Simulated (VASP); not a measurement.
# Pt (Fm-3m) in VASP: notebook, part 2 of 2

VASP 6.6.1. The steps go on from the part before.

### Step 3. Single point, PBEsol

The input, INCAR:

```
PREC = Accurate ; ENCUT = 500
EDIFF = 1E-6 ; ISMEAR = 1
SIGMA = 0.1 ; LREAL = False
LASPH = True ; NELM = 120
ALGO = Normal ; ISIF = 2
LWAVE = False ; LCHARG = True
GGA = PS ; LELF = True
LVHAR = True ; NBANDS = 11
GGA_COMPAT = False
```

The input, KPOINTS:

```
regular mesh
0
Gamma
  10 10 10
```

The input, POSCAR:

```
Pt
1.0
    0.0000000000      1.9609000000      1.9609000000
    1.9609000000      0.0000000000      1.9609000000
    1.9609000000      1.9609000000      0.0000000000
Pt
1
Direct
    0.0000000000      0.0000000000      0.0000000000
```

Potentials or basis: VASP PAW PBE potentials, release 64 (Pt).

The run is started by

```bash
$ cat potpaw_PBE.64/Pt/POTCAR > POTCAR
$ mpirun -np 1 vasp_std > vasp.out
```

OUTCAR:

```text
PREC = Accurate
   ENCUT = 500
   EDIFF = 1E-6
   ISMEAR = 1
   LREAL = False
   LASPH = True
   NELM = 120
   ISIF = 2
   GGA = PS

 ion  position               nearest neighbor table
   1  0.000  0.000  0.000-

  LATTYP: Found a face centered cubic cell.
 ALAT       =     3.9218000000

  Lattice vectors:

 A1 = (   0.0000000000,   1.9609000000,   1.9609000000)
 A2 = (   1.9609000000,   0.0000000000,   1.9609000000)
 A3 = (   1.9609000000,   1.9609000000,   0.0000000000)

Analysis of symmetry for initial positions (statically):
=====================================================================
 Subroutine PRICEL returns:
 Original cell was already a primitive cell.

 Routine SETGRP: Setting up the symmetry group for a
 face centered cubic supercell.

 Subroutine GETGRP returns: Found 48 space group operations
[... 9 lines left out ...]

 Routine SETGRP: Setting up the symmetry group for a
 face centered cubic supercell.

 Subroutine GETGRP returns: Found 48 space group operations
[... 11 lines left out ...]
                                     Primitive cell

  volume of cell :      15.0798

  direct lattice vectors                    reciprocal lattice vectors
     0.000000000  1.960900000  1.960900000    -0.254984956  0.254984956  0.254984956
     1.960900000  0.000000000  1.960900000     0.254984956 -0.254984956  0.254984956
     1.960900000  1.960900000  0.000000000     0.254984956  0.254984956 -0.254984956

  length of vectors
     2.773131374  2.773131374  2.773131374     0.441646899  0.441646899  0.441646899

  position of ions in fractional coordinates (direct lattice)
     0.000000000  0.000000000  0.000000000

  ion indices of the primitive-cell ions
   primitive index   ion index
                 1           1

----------------------------------------------------------------------------------------

 KPOINTS: regular mesh

Automatic generation of k-mesh.
 Grid dimensions read from file:
 generate k-points for:   10   10   10

 Generating k-lattice:

  Cartesian coordinates                     Fractional coordinates (reciprocal lattice)
    -0.025498496  0.025498496  0.025498496     0.100000000  0.000000000  0.000000000
     0.025498496 -0.025498496  0.025498496     0.000000000  0.100000000  0.000000000
     0.025498496  0.025498496 -0.025498496     0.000000000  0.000000000  0.100000000

  Length of vectors
     0.044164690  0.044164690  0.044164690

  Shift w.r.t. Gamma in fractional coordinates (k-lattice)
     0.000000000  0.000000000  0.000000000

 Subroutine IBZKPT returns following result:
 ===========================================

 Found     47 irreducible k-points:

 Following reciprocal coordinates:
            Coordinates               Weight
  0.000000  0.000000  0.000000      1.000000
  0.100000  0.000000  0.000000      8.000000
  0.200000  0.000000  0.000000      8.000000
  0.300000  0.000000  0.000000      8.000000
  0.400000  0.000000  0.000000      8.000000
  0.500000  0.000000  0.000000      4.000000
[... 16 lines left out ...]
  0.300000  0.300000  0.000000      6.000000
  0.400000  0.300000  0.000000     24.000000
 [... further k-points ...]
   k-points           NKPTS =     47   k-points in BZ     NKDIM =     47   number of bands    NBANDS=     11
   number of dos      NEDOS =    301   number of ions     NIONS =      1
   total plane-waves  NPLWV =   8000
   dimension x,y,z NGX =    20 NGY =   20 NGZ =   20
   dimension x,y,z NGXF=    40 NGYF=   40 NGZF=   40
   ions per type =               1
   NGX,Y,Z   is equivalent  to a cutoff of  11.99, 11.99, 11.99 a.u.
   NGXF,Y,Z  is equivalent  to a cutoff of  23.98, 23.98, 23.98 a.u.
 SYSTEM =  unknown system
   PREC   = accura    normal or accurate (medium, high low for compatibility)
   ISTART =      0    job   : 0-new  1-cont  2-samecut
   ICHARG =      2    charge: 1-file 2-atom 10-const
   ISPIN  =      1    spin polarized calculation?
   LNONCOLLINEAR =      F non collinear calculations
   LSORBIT =      F    spin-orbit coupling
   LASPH  =      T    aspherical Exc in radial PAW
   ENCUT  =  500.0 eV  36.75 Ry    6.06 a.u.   5.06  5.06  5.06*2*pi/ulx,y,z
   NELM   =    120;   NELMIN=  2; NELMDL= -5     # of ELM steps
   EDIFF  = 0.1E-05   stopping-criterion for ELM
   LREAL  =      F    real-space projection
   EDIFFG = 0.1E-04   stopping-criterion for IOM
   NSW    =      0    number of steps for IOM
   IBRION =     -1    ionic relax: 0-MD 1-quasi-New 2-CG
   NFREE  =      0    steps in history (QN), initial steepest desc. (CG)
   ISIF   =      2    stress and relaxation
   ISYM   =      2    0-nonsym 1-usesym 2-fastsym
   POTIM  = 0.5000    time-step for ionic-motion
   TEBEG  =    0.0;   TEEND  =   0.0 temperature during run
   PSTRESS=    0.0 pullay stress
   NELECT =      10.0000    total number of electrons
   NUPDOWN=      -1.0000    fix difference up-down
   EMIN   =  10.00;   EMAX   =-10.00  energy-range for DOS
   EFERMI =   0.00;   METHOD = LEGACY
   ISMEAR =     1;   SIGMA  =   0.10  broadening in eV -4-tet -1-fermi 0-gaus
   EFERMI_NEDOS =   21; number of points for ismear=-14 and -15
   IALGO  =     38    algorithm
   IMIX   =      4    mixing-type and parameters
     AMIX     =   0.40;   BMIX     =  1.00
     AMIX_MAG =   1.60;   BMIX_MAG =  1.00
  volume/ion in A,a.u.               =      15.08       101.76
  Fermi-wavevector in a.u.,A,eV,Ry     =   1.427609  2.697791 27.729605  2.038068
  Thomas-Fermi vector in A             =   2.547760
   LORBIT       =      0    0 simple, 1 ext, 2 COOP (PROOUT), +10 PAW based schemes
   GGA     = PS    functional components
   LHFCALC =     F    Hartree Fock is set to
   AEXX    =    0.0000 exact exchange contribution
   IVDW    =     0    specifies the selected vdW correction
   LEPSILON=     F    determine dielectric tensor
   LRPA    =     F    only Hartree local field effects (RPA)
 non-spin polarized calculation
 Methfessel and Paxton  Order N= 1 SIGMA  =   0.10
  energy-cutoff  :      500.00
  volume of cell :       15.08
 maximum number of plane-waves:       392
   NGX = 11   NGY = 11   NGZ = 11

 number of electron      10.0000001 magnetization

 Free energy of the ion-electron system (eV)
  ---------------------------------------------------
  ext. energy  EPLUGINS =         0.00000000
  ---------------------------------------------------
  free energy    TOTEN  =        -6.94856614 eV

  energy without entropy =       -6.95117589  energy(sigma->0) =       -6.94943605

 E-fermi :  11.0996     XC(G=0): -13.6286

 val. band max:       11.0454722166   @ k =   0.4000   0.3000   0.0000
 cond. band min:      11.1166201235   @ k =   0.5000   0.5000   0.0000
 fundamental gap:      0.0711479068
 Fermi energy:        11.0996475478

 k-point     1 :       0.0000    0.0000    0.0000
  band No.  band energies     occupation
      1       0.8006      2.00000
      2       7.2943      2.00000
      3       7.2943      2.00000
      4       7.2943      2.00000
      5       9.4712      2.00000
      6       9.4712      2.00000
      7      25.7227      0.00000
      8      30.6781      0.00000
      9      30.6781      0.00000
     10      30.6781      0.00000
     11      35.9758      0.00000

 k-point     2 :       0.1000    0.0000    0.0000
  band No.  band energies     occupation
      1       1.1976      2.00000
      2       7.1256      2.00000
      3       7.4450      2.00000
      4       7.4450      2.00000
      5       9.3935      2.00000
      6       9.3935      2.00000
      7      26.3234      0.00000
      8      28.9005      0.00000
      9      31.2886      0.00000
     10      31.2886      0.00000
     11      37.5740      0.00000

 k-point     3 :       0.2000    0.0000    0.0000
  band No.  band energies     occupation
      1       2.2486      2.00000
      2       6.8694      2.00000
      3       7.6777      2.00000
      4       7.6777      2.00000
      5       9.4220      2.00000
      6       9.4220      2.00000
      7      25.9689      0.00000
      8      27.4400      0.00000
      9      32.9086      0.00000
     10      32.9086      0.00000
     11      35.0816      0.00000
[... 267 lines left out ...]
 k-point    23 :       0.3000    0.3000    0.0000
  band No.  band energies     occupation
      1       4.1219      2.00000
      2       5.2856      2.00000
      3       8.3669      2.00000
      4       9.6062      2.00000
      5       9.6062      2.00000
      6      10.5004      2.00000
      7      26.5706      0.00000
      8      26.5706      0.00000
      9      27.7554      0.00000
     10      30.1258      0.00000
     11      31.4163      0.00000

 k-point    24 :       0.4000    0.3000    0.0000
  band No.  band energies     occupation
      1       4.4499      2.00000
      2       5.0964      2.00000
      3       8.4484      2.00000
      4       9.7853      2.00000
      5      11.0455      1.78433
      6      11.3056     -0.01311
      7      23.0325      0.00000
      8      25.3722      0.00000
      9      25.8566      0.00000
     10      30.9739      0.00000
     11      33.1590      0.00000

 [... further k-points ...]
[... 5 lines left out ...]
  --------------------------------------------------------------------------------------
  -------------------------------------------------------------------------------------
  Total       -0.1129990     -0.1129990     -0.1129990      0.0000000     -0.0000000      0.0000000
  in kB      -12.0057335    -12.0057335    -12.0057335      0.0000000     -0.0000000      0.0000000
  external PRESSURE =     -12.0057335 kB  Pullay stress =       0.0000000 kB

 VOLUME and BASIS-vectors are now :
 -----------------------------------------------------------------------------
  energy-cutoff  :      500.00
  volume of cell :       15.08
      direct lattice vectors                 reciprocal lattice vectors
     0.000000000  1.960900000  1.960900000    -0.254984956  0.254984956  0.254984956
     1.960900000  0.000000000  1.960900000     0.254984956 -0.254984956  0.254984956
     1.960900000  1.960900000  0.000000000     0.254984956  0.254984956 -0.254984956

 POSITION                                       TOTAL-FORCE (eV/Angst)
 -----------------------------------------------------------------------------------
      0.00000      0.00000      0.00000        -0.000000      0.000000      0.000000
 -----------------------------------------------------------------------------------
    total drift:                                0.000000      0.000000      0.000000

  FREE ENERGIE OF THE ION-ELECTRON SYSTEM (eV)
  ---------------------------------------------------
  free  energy   TOTEN  =        -6.9485661377 eV

  energy  without entropy=       -6.9511758882  energy(sigma->0) =       -6.94943605
```

Wall time 12 s (1 thread of Intel Xeon 8259CL, shared host); peak memory 0.13 GiB.

What came out:

```yaml
Free_energy: -6.9486 eV
Pressure: -1.2 GPa
Band_gap_on_the_k_mesh: zero (band 5 reaches 11.60 eV, above the bottom of band 6 at 9.39 eV)
```

Caveat: the PAW data sets were made with another functional, which shifts forces and pressure a little; spin-orbit coupling is left out, which moves the levels of the heavy elements.

### Step 4. Single point, PBEsol

The input, INCAR:

```
PREC = Accurate
ENCUT = 500
EDIFF = 1E-6
ISMEAR = 1
SIGMA = 0.1
LREAL = False
LASPH = True
NELM = 120
ALGO = Normal
ISIF = 2
LWAVE = False
LCHARG = True
GGA = PS
LELF = True
LVHAR = True
NBANDS = 11
GGA_COMPAT = False
```

The input, KPOINTS:

```
regular mesh
0
Gamma
  12 12 12
```

POSCAR is that of step 3.

The run is started by

```bash
$ cat potpaw_PBE.64/Pt/POTCAR > POTCAR
$ mpirun -np 1 vasp_std > vasp.out
```

It took 16 s on 1 thread of Intel Xeon 8259CL, shared host; peak memory 0.13 GiB.

It converged, with:

| Quantity | Value |
| --- | --- |
| Free energy | -6.9647 eV |
| Pressure | -1.1 GPa |
| Band gap on the k mesh | zero (band 5 reaches 11.61 eV, above the bottom of band 6 at 9.37 eV) |

Levels at points of the mesh, in eV from the Fermi level:
```tsv
k point	band 1	band 2	band 3	band 4	band 5	band 6	band 7	band 8	band 9	band 10
(0.00, 0.00, 0.00)	-10.32	-3.82	-3.82	-3.82	-1.64	-1.64	14.60	19.56	19.56	19.56
(0.50, 0.00, 0.00)	-7.39	-3.88	-3.88	-0.58	0.03	0.03	5.79	14.15	18.92	18.92
(0.50, 0.50, 0.00)	-7.13	-6.67	0.01	0.48	0.48	1.68	8.81	11.31	11.31	20.07
```

Caveat: the PAW data sets were made with another functional, which shifts forces and pressure a little; spin-orbit coupling is left out, which moves the levels of the heavy elements.

### Step 5. The runs side by side

```csv
k mesh,gap on the mesh (eV),pressure (GPa)
8 × 8 × 8,none,-2.0
10 × 10 × 10,none,-1.2
12 × 12 × 12,none,-1.1
```

Alike in all rows: task single point; level PBEsol; potentials or basis VASP PAW PBE potentials, release 64 (Pt); no spin polarisation; cell as given; cutoff (eV) 500; smearing methfessel-paxton 0.1 eV.

Every run on the cell as given and a fine mesh finds a metal.

Caveats: the PAW data sets were made with another functional, which shifts forces and pressure a little; spin-orbit coupling is left out, which moves the levels of the heavy elements.

Absolute energies hang on the potentials; compare differences alone.
